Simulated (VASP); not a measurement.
Set up this calculation in VASP 6.6.1, as the native input.

```
Task                   : single point
Functional             : PBEsol
Potentials or basis    : VASP PAW PBE potentials, release 64 (Ti_sv, Co)
Cutoff                 : 520 eV
k mesh                 : 11 × 11 × 11
Occupations            : fermi-dirac, width 0.03 eV
Spin                   : collinear spin, ferrimagnetic start
Starting moments       : [-1.0, 2.0] μB
Dipole correction      : no
Further INCAR settings : ALGO = Normal; EDIFF = 1e-06; NBANDS = 22
```

The structure of TiCo lies in POSCAR:

```
TiCo
1.0
    3.0446770546      0.0000000000      0.0000000000
    0.0000000000      3.0446770546      0.0000000000
    0.0000000000      0.0000000000      3.0446770546
Ti Co
1 1
Direct
    0.0000000000      0.0000000000      0.0000000000
    0.5000000000      0.5000000000      0.5000000000
```

One way to write it, as run:

INCAR

```
SYSTEM = TiCo
PREC = Accurate
ENCUT = 520
EDIFF = 1E-6
ISMEAR = -1
SIGMA = 0.03
LREAL = .False.
LASPH = .True.
NELM = 150
ALGO = Normal
ISIF = 2
LWAVE = .False.
LCHARG = .False.
ISPIN = 2
MAGMOM = -1 2
LORBIT = 11
LMAXMIX = 4
GGA = PS
NBANDS = 22
```

KPOINTS

```
regular mesh
0
Gamma
  11 11 11
  0 0 0
```

Potentials or basis: VASP PAW PBE potentials, release 64 (Ti_sv, Co).

Command:

```bash
$ cat potpaw_PBE.64/Ti_sv/POTCAR potpaw_PBE.64/Co/POTCAR > POTCAR
$ mpirun -np 1 vasp_std > vasp.out
```

Results of the run:

```json
{
  "Pressure": "-15.1 GPa",
  "Net moment": "0.90 μB per cell",
  "Site moments": "Ti -0.07; Co +1.02 μB",
  "Valence electrons inside the program's atomic spheres": "Ti 10.21; Co 8.20"
}
```

Caveat: the cell stands under tension; the PAW data sets were made with another functional, which shifts forces and pressure a little.

Run time: 110 s on 1 thread of Intel Xeon 8259CL, with other jobs on the host, peak memory 0.19 GiB.
